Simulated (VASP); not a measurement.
# Al3Cu (P4/mmm) in VASP: notebook

The runs below take Al3Cu through single point, with PBEsol.

All numbers are computed with VASP 6.6.1; they aren't measurements. Logs are shortened: lines on timing, memory, paths and dates and some standing lists are left out, and cuts for length are marked.

## 1. The cell of the first run

It takes space group P4/mmm (No. 123, tetragonal). Conventional cell: a = 3.892 Å, b = 3.892 Å, c = 3.698 Å, α = 90.00°, β = 90.00°, γ = 90.00°. Al (site symmetry 4/mmm) has 8 Al at 2.68 Å and 4 Cu at 2.75 Å within 3.5 Å. Al (site symmetry mmm) has 8 Al at 2.68 to 2.75 Å and 4 Cu at 2.68 Å within 3.5 Å. Cu (site symmetry 4/mmm) has 12 Al at 2.68 to 2.75 Å within 3.5 Å.

## 2. Single point, PBEsol (strain -0.0500 x Voigt [1, 0, 0, 0, 0, 0])

Input file INCAR:

```
PREC     = Accurate       # precision mode
ENCUT    = 520            # plane-wave cutoff, eV
EDIFF    = 1E-7           # SCF threshold, eV
ISMEAR   = 0              # smearing method
SIGMA    = 0.15           # smearing width, eV
LREAL    = False          # projectors in reciprocal space
LASPH    = True           # aspherical terms in the spheres
NELM     = 100            # most SCF steps
ALGO     = Fast           # electronic algorithm
ISIF     = 2              # what is computed and relaxed
LWAVE    = False          # write WAVECAR
LCHARG   = False          # write CHGCAR
GGA      = PS             # functional
NBANDS   = 18             # bands
```

Input file KPOINTS:

```
Automatic mesh
0
Gamma
  12 12 12
```

Input file POSCAR:

```
Al3Cu
1.0
    3.6977360891      0.0000000000      0.0000000000
    0.0000000000      3.8923537780      0.0000000000
    0.0000000000      0.0000000000      3.8923537780
Al Cu
3 1
Direct
    0.0000000000      0.5000000000      0.5000000000
    0.5000000000      0.0000000000      0.5000000000
    0.5000000000      0.5000000000      0.0000000000
    0.0000000000      0.0000000000      0.0000000000
```

Potentials or basis: VASP PAW PBE potentials, release 64 (Al, Cu).

Command:

```bash
cat potpaw_PBE.64/Al/POTCAR potpaw_PBE.64/Cu/POTCAR > POTCAR
mpirun -np 1 vasp_std > vasp.out
```

OUTCAR:

```text
PREC = Accurate
   ENCUT = 520
   EDIFF = 1E-7
   ISMEAR = 0
   LREAL = False
   LASPH = True
   NELM = 100
   ISIF = 2
   GGA = PS

 ion  position               nearest neighbor table
   1  0.000  0.500  0.500-   2 2.68   3 2.68   3 2.68   2 2.68   2 2.68   3 2.68   3 2.68   2 2.68
                             4 2.75   4 2.75   4 2.75   4 2.75
   2  0.500  0.000  0.500-   1 2.68   4 2.68   4 2.68   1 2.68   1 2.68   4 2.68   4 2.68   1 2.68
                             3 2.75   3 2.75   3 2.75   3 2.75
   3  0.500  0.500  0.000-   1 2.68   4 2.68   1 2.68   4 2.68   1 2.68   4 2.68   1 2.68   4 2.68
                             2 2.75   2 2.75   2 2.75   2 2.75
   4  0.000  0.000  0.000-   2 2.68   3 2.68   2 2.68   3 2.68   2 2.68   3 2.68   2 2.68   3 2.68
                             1 2.75   1 2.75   1 2.75   1 2.75

  LATTYP: Found a simple tetragonal cell.
 ALAT       =     3.8923537780
 C/A-ratio  =     0.9500000000

  Lattice vectors:

 A1 = (   0.0000000000,   3.8923537780,   0.0000000000)
 A2 = (   0.0000000000,   0.0000000000,   3.8923537780)
 A3 = (   3.6977360891,   0.0000000000,   0.0000000000)

Analysis of symmetry for initial positions (statically):
=====================================================================
 Subroutine PRICEL returns:
 Original cell was already a primitive cell.

 Routine SETGRP: Setting up the symmetry group for a
 simple tetragonal supercell.

 Subroutine GETGRP returns: Found 16 space group operations
 (whereof 16 operations were pure point group operations)
 out of a pool of 16 trial point group operations.

The static configuration has the point symmetry D_4h.

Analysis of symmetry for dynamics (positions and initial velocities):
=====================================================================
 Subroutine PRICEL returns:
 Original cell was already a primitive cell.

 Routine SETGRP: Setting up the symmetry group for a
 simple tetragonal supercell.

 Subroutine GETGRP returns: Found 16 space group operations
 (whereof 16 operations were pure point group operations)
 out of a pool of 16 trial point group operations.

The dynamic configuration has the point symmetry D_4h.

 Subroutine INISYM returns: Found 16 space group operations
 (whereof 16 operations are pure point group operations),
 and found     1 'primitive' translations

----------------------------------------------------------------------------------------

                                     Primitive cell

  volume of cell :      56.0222

  direct lattice vectors                    reciprocal lattice vectors
     3.697736089  0.000000000  0.000000000     0.270435741  0.000000000  0.000000000
     0.000000000  3.892353778  0.000000000     0.000000000  0.256913954  0.000000000
     0.000000000  0.000000000  3.892353778     0.000000000  0.000000000  0.256913954

  length of vectors
     3.697736089  3.892353778  3.892353778     0.270435741  0.256913954  0.256913954

  position of ions in fractional coordinates (direct lattice)
     0.000000000  0.500000000  0.500000000
     0.500000000  0.000000000  0.500000000
     0.500000000  0.500000000  0.000000000
     0.000000000  0.000000000  0.000000000

  ion indices of the primitive-cell ions
   primitive index   ion index
                 1           1
                 2           2
                 3           3
                 4           4

----------------------------------------------------------------------------------------

 KPOINTS: Automatic mesh

Automatic generation of k-mesh.
 Grid dimensions read from file:
 generate k-points for:   12   12   12

 Generating k-lattice:

  Cartesian coordinates                     Fractional coordinates (reciprocal lattice)
     0.022536312  0.000000000  0.000000000     0.083333333  0.000000000  0.000000000
     0.000000000  0.021409496  0.000000000     0.000000000  0.083333333  0.000000000
     0.000000000  0.000000000  0.021409496     0.000000000  0.000000000  0.083333333

  Length of vectors
     0.022536312  0.021409496  0.021409496

  Shift w.r.t. Gamma in fractional coordinates (k-lattice)
     0.000000000  0.000000000  0.000000000

 Subroutine IBZKPT returns following result:
 ===========================================

 Found    196 irreducible k-points:

 Following reciprocal coordinates:
            Coordinates               Weight
  0.000000  0.000000  0.000000      1.000000
  0.083333  0.000000  0.000000      2.000000
  0.166667  0.000000  0.000000      2.000000
  0.250000  0.000000  0.000000      2.000000
  0.333333  0.000000  0.000000      2.000000
  0.416667  0.000000  0.000000      2.000000
[... 16 lines left out ...]
  0.083333  0.250000  0.000000      8.000000
  0.166667  0.250000  0.000000      8.000000
 [... further k-points ...]
   k-points           NKPTS =    196   k-points in BZ     NKDIM =    196   number of bands    NBANDS=     18
   number of dos      NEDOS =    301   number of ions     NIONS =      4
   total plane-waves  NPLWV =  25200
   dimension x,y,z NGX =    28 NGY =   30 NGZ =   30
   dimension x,y,z NGXF=    56 NGYF=   60 NGZF=   60
   ions per type =               3   1
   NGX,Y,Z   is equivalent  to a cutoff of  12.59, 12.81, 12.81 a.u.
   NGXF,Y,Z  is equivalent  to a cutoff of  25.18, 25.63, 25.63 a.u.
 SYSTEM =  unknown system
   PREC   = accura    normal or accurate (medium, high low for compatibility)
   ISTART =      0    job   : 0-new  1-cont  2-samecut
   ICHARG =      2    charge: 1-file 2-atom 10-const
   ISPIN  =      1    spin polarized calculation?
   LNONCOLLINEAR =      F non collinear calculations
   LSORBIT =      F    spin-orbit coupling
   LASPH  =      T    aspherical Exc in radial PAW
   ENCUT  =  520.0 eV  38.22 Ry    6.18 a.u.   6.88  7.24  7.24*2*pi/ulx,y,z
   NELM   =    100;   NELMIN=  2; NELMDL= -5     # of ELM steps
   EDIFF  = 0.1E-06   stopping-criterion for ELM
   LREAL  =      F    real-space projection
   EDIFFG = 0.1E-05   stopping-criterion for IOM
   NSW    =      0    number of steps for IOM
   IBRION =     -1    ionic relax: 0-MD 1-quasi-New 2-CG
   NFREE  =      0    steps in history (QN), initial steepest desc. (CG)
   ISIF   =      2    stress and relaxation
   ISYM   =      2    0-nonsym 1-usesym 2-fastsym
   POTIM  = 0.5000    time-step for ionic-motion
   TEBEG  =    0.0;   TEEND  =   0.0 temperature during run
   PSTRESS=    0.0 pullay stress
   NELECT =      20.0000    total number of electrons
   NUPDOWN=      -1.0000    fix difference up-down
   EMIN   =  10.00;   EMAX   =-10.00  energy-range for DOS
   EFERMI =   0.00;   METHOD = LEGACY
   ISMEAR =     0;   SIGMA  =   0.15  broadening in eV -4-tet -1-fermi 0-gaus
   EFERMI_NEDOS =   21; number of points for ismear=-14 and -15
   IALGO  =     68    algorithm
   IMIX   =      4    mixing-type and parameters
     AMIX     =   0.40;   BMIX     =  1.00
     AMIX_MAG =   1.60;   BMIX_MAG =  1.00
  volume/ion in A,a.u.               =      14.01        94.51
  Fermi-wavevector in a.u.,A,eV,Ry     =   1.161354  2.194641 18.350767  1.348743
  Thomas-Fermi vector in A             =   2.297927
   LORBIT       =      0    0 simple, 1 ext, 2 COOP (PROOUT), +10 PAW based schemes
   GGA     = PS    functional components
   LHFCALC =     F    Hartree Fock is set to
   AEXX    =    0.0000 exact exchange contribution
   IVDW    =     0    specifies the selected vdW correction
   LEPSILON=     F    determine dielectric tensor
   LRPA    =     F    only Hartree local field effects (RPA)
 non-spin polarized calculation
 RMM-DIIS sequential band-by-band and
 Gauss-broadening in eV      SIGMA  =   0.15
  energy-cutoff  :      520.00
  volume of cell :       56.02
 maximum number of plane-waves:      1534
 NGX is ok and might be reduce to    28
   NGX = 13   NGY = 15   NGZ = 15

 number of electron      20.0000011 magnetization

 Free energy of the ion-electron system (eV)
  ---------------------------------------------------
  ext. energy  EPLUGINS =         0.00000000
  ---------------------------------------------------
  free energy    TOTEN  =       -16.62749081 eV

  energy without entropy =      -16.61059403  energy(sigma->0) =      -16.61904242

 E-fermi :   9.0101     XC(G=0): -11.1465

 val. band max:        9.0048490980   @ k =   0.0833   0.1667   0.0000
 cond. band min:       9.0141610928   @ k =   0.0000   0.2500   0.0000
 fundamental gap:      0.0093119948
 Fermi energy:         9.0101004157

 k-point     1 :       0.0000    0.0000    0.0000
  band No.  band energies     occupation
      1      -2.6556      2.00000
      2       4.3460      2.00000
      3       4.4801      2.00000
      4       5.1916      2.00000
      5       5.1982      2.00000
      6       5.1982      2.00000
[... 10 lines left out ...]
     17      16.3317      0.00000
     18      16.3342      0.00000

 k-point     2 :       0.0833    0.0000    0.0000
  band No.  band energies     occupation
      1      -2.5799      2.00000
      2       4.3651      2.00000
      3       4.4094      2.00000
      4       5.1359      2.00000
      5       5.1359      2.00000
      6       5.1949      2.00000
[... 10 lines left out ...]
     17      15.7499      0.00000
     18      15.7603      0.00000

 k-point     3 :       0.1667    0.0000    0.0000
  band No.  band energies     occupation
      1      -2.3535      2.00000
      2       4.0064      2.00000
      3       4.4176      2.00000
      4       5.0083      2.00000
      5       5.0083      2.00000
      6       5.2042      2.00000
[... 10 lines left out ...]
     17      15.9069      0.00000
     18      15.9148      0.00000

 k-point     4 :       0.2500    0.0000    0.0000
  band No.  band energies     occupation
      1      -1.9782      2.00000
      2       3.0874      2.00000
      3       4.4905      2.00000
      4       4.8831      2.00000
      5       4.8831      2.00000
      6       5.2168      2.00000
[... 375 lines left out ...]
      4       4.9042      2.00000
      5       5.0029      2.00000
      6       5.2142      2.00000
[... 10 lines left out ...]
     17      16.6620      0.00000
     18      17.1100      0.00000

 k-point    23 :       0.0833    0.2500    0.0000
  band No.  band energies     occupation
      1      -1.9707      2.00000
      2       2.6642      2.00000
      3       4.5173      2.00000
      4       4.9108      2.00000
      5       4.9247      2.00000
      6       5.1829      2.00000
[... 10 lines left out ...]
     17      15.7102      0.00000
     18      16.6734      0.00000

 k-point    24 :       0.1667    0.2500    0.0000
  band No.  band energies     occupation
      1      -1.7471      2.00000
      2       2.8445      2.00000
      3       4.2590      2.00000
      4       4.8078      2.00000
      5       4.9226      2.00000
      6       5.1132      2.00000
[... 10 lines left out ...]
     17      15.7263      0.00000
     18      17.2269      0.00000

 [... further k-points ...]
[... 5 lines left out ...]
  --------------------------------------------------------------------------------------
  -------------------------------------------------------------------------------------
  Total        3.3720379      1.2191972      1.2191972      0.0000000      0.0000000      0.0000000
  in kB       96.4367361     34.8677569     34.8677569      0.0000000      0.0000000      0.0000000
  external PRESSURE =      55.3907500 kB  Pullay stress =       0.0000000 kB

 VOLUME and BASIS-vectors are now :
 -----------------------------------------------------------------------------
  energy-cutoff  :      520.00
  volume of cell :       56.02
      direct lattice vectors                 reciprocal lattice vectors
     3.697736089  0.000000000  0.000000000     0.270435741  0.000000000  0.000000000
     0.000000000  3.892353778  0.000000000     0.000000000  0.256913954  0.000000000
     0.000000000  0.000000000  3.892353778     0.000000000  0.000000000  0.256913954

 POSITION                                       TOTAL-FORCE (eV/Angst)
 -----------------------------------------------------------------------------------
      0.00000      1.94618      1.94618         0.000000      0.000000      0.000000
      1.84887      0.00000      1.94618         0.000000      0.000000      0.000000
      1.84887      1.94618      0.00000         0.000000      0.000000      0.000000
      0.00000      0.00000      0.00000         0.000000      0.000000      0.000000
 -----------------------------------------------------------------------------------
    total drift:                               -0.000000     -0.000000     -0.000000

  FREE ENERGIE OF THE ION-ELECTRON SYSTEM (eV)
  ---------------------------------------------------
  free  energy   TOTEN  =       -16.6274908109 eV

  energy  without entropy=      -16.6105940316  energy(sigma->0) =      -16.61904242
```

Wall time 5.8 min (1 thread of Intel Xeon 8259CL, shared host); peak memory 0.3 GiB.

Results:

| Item | Value |
| --- | --- |
| Free energy | -16.6275 eV |
| Pressure | 5.5 GPa |
| Band gap on the k mesh | zero (bands 10 and 11 overlap by 4.01 eV) |

Caveat: the cell differs from its parent crystal (strain -0.0500 x Voigt [1, 0, 0, 0, 0, 0]); the cell stands under pressure; the PAW data sets were made with another functional, which shifts forces and pressure a little.

## 3. Single point, PBEsol (strain -0.0250 x Voigt [1, 0, 0, 0, 0, 0])

Input file INCAR:

```
SYSTEM = Al3Cu
PREC = Accurate
ENCUT = 520
EDIFF = 1E-6
ISMEAR = 0
SIGMA = 0.15
LREAL = .False.
LASPH = .True.
NELM = 100
ALGO = Fast
ISIF = 2
LWAVE = .False.
LCHARG = .True.
GGA = PS
LELF = .True.
LVHAR = .True.
NBANDS = 18
```

Input file KPOINTS:

```
Automatic mesh
0
Gamma
  12 12 12
  0 0 0
```

POSCAR: that of step 2 with these lines changed.

```diff
@@ -2,3 +2,3 @@
 1.0
-    3.6977360891      0.0000000000      0.0000000000
+    3.7950449336      0.0000000000      0.0000000000
     0.0000000000      3.8923537780      0.0000000000
```

Potentials or basis: VASP PAW PBE potentials, release 64 (Al, Cu).

Command:

```bash
cat potpaw_PBE.64/Al/POTCAR potpaw_PBE.64/Cu/POTCAR > POTCAR
mpirun -np 1 vasp_std > vasp.out
```

Wall time 6.5 min (1 thread of Intel Xeon 8259CL, shared host); peak memory 0.31 GiB.

Results (log left out):

* Free energy: -16.6996 eV
* Pressure: 2.7 GPa
* Band gap on the k mesh: zero (bands 10 and 11 overlap by 4.08 eV)

Stress tensor (GPa, compression positive):
```
5.11 0.00 0.00
0.00 1.57 0.00
0.00 0.00 1.57
```

Levels at points of the mesh, in eV from the Fermi level:
| k point | band 7 | band 8 | band 9 | band 10 | band 11 | band 12 | band 13 | band 14 |
| --- | --- | --- | --- | --- | --- | --- | --- | --- |
| (0.00, 0.00, 0.00) | -2.62 | -2.62 | -2.20 | -0.68 | 0.41 | 0.78 | 6.52 | 6.52 |
| (0.50, 0.00, 0.00) | -3.46 | 0.14 | 0.14 | 0.32 | 0.32 | 0.58 | 2.05 | 2.23 |
| (0.00, 0.50, 0.00) | -3.52 | 0.05 | 0.18 | 0.46 | 0.52 | 0.64 | 2.25 | 2.37 |
| (0.50, 0.50, 0.00) | -3.50 | -3.40 | -3.16 | 1.24 | 2.90 | 3.03 | 3.21 | 3.69 |
| (0.00, 0.50, 0.50) | -3.52 | -3.44 | -3.15 | 1.53 | 3.20 | 3.20 | 3.54 | 4.11 |
| (0.50, 0.50, 0.50) | -4.09 | -3.51 | -3.48 | -2.54 | -1.94 | -1.88 | -1.88 | 12.04 |

Caveat: the cell differs from its parent crystal (strain -0.0250 x Voigt [1, 0, 0, 0, 0, 0]); the PAW data sets were made with another functional, which shifts forces and pressure a little.

## 4. Single point, PBEsol (strain +0.0250 x Voigt [1, 0, 0, 0, 0, 0])

Input file INCAR:

```
ALGO = Fast ; EDIFF = 1E-7
ENCUT = 520 ; GGA = PS
ISIF = 2 ; ISMEAR = 0
LASPH = True ; LCHARG = True
LELF = True ; LREAL = False
LVHAR = True ; LWAVE = False
NBANDS = 18 ; NELM = 80
PREC = Accurate ; SIGMA = 0.15
```

Input file KPOINTS:

```
k-points
0
Gamma
  12 12 12
```

POSCAR: that of step 3 with these lines changed.

```diff
@@ -2,3 +2,3 @@
 1.0
-    3.7950449336      0.0000000000      0.0000000000
+    3.9896626224      0.0000000000      0.0000000000
     0.0000000000      3.8923537780      0.0000000000
```

Command:

```bash
cat potpaw_PBE.64/Al/POTCAR potpaw_PBE.64/Cu/POTCAR > POTCAR
mpirun -np 1 vasp_std > vasp.out
```

Wall time 8 min (1 thread of Intel Xeon 8259CL, shared host); peak memory 0.32 GiB.

It converged, with:

```
Free energy            : -16.7065 eV
Pressure               : -2.1 GPa
Band gap on the k mesh : zero (bands 10 and 11 overlap by 4.07 eV)
```

Stress tensor (GPa, compression positive):
```
-4.22  0.00  0.00
 0.00 -0.98  0.00
 0.00  0.00 -0.98
```

Levels at points of the mesh, in eV from the Fermi level:
```csv
k point,band 8,band 9,band 10,band 11,band 12,band 13
"(0.00, 0.00, 0.00)",-2.24,-2.24,-0.60,0.34,0.61,6.30
"(0.50, 0.00, 0.00)",0.34,0.34,0.34,0.34,0.82,1.95
"(0.00, 0.50, 0.00)",0.06,0.16,0.42,0.47,0.66,1.85
"(0.50, 0.50, 0.00)",-3.26,-3.01,1.43,2.95,3.08,3.43
"(0.00, 0.50, 0.50)",-3.24,-3.02,1.17,2.80,2.80,3.13
"(0.50, 0.50, 0.50)",-3.34,-3.31,-2.42,-1.91,-1.91,-1.86
```

Caveat: the cell differs from its parent crystal (strain +0.0250 x Voigt [1, 0, 0, 0, 0, 0]); the PAW data sets were made with another functional, which shifts forces and pressure a little.

(Part 1 of 2 ends here.)
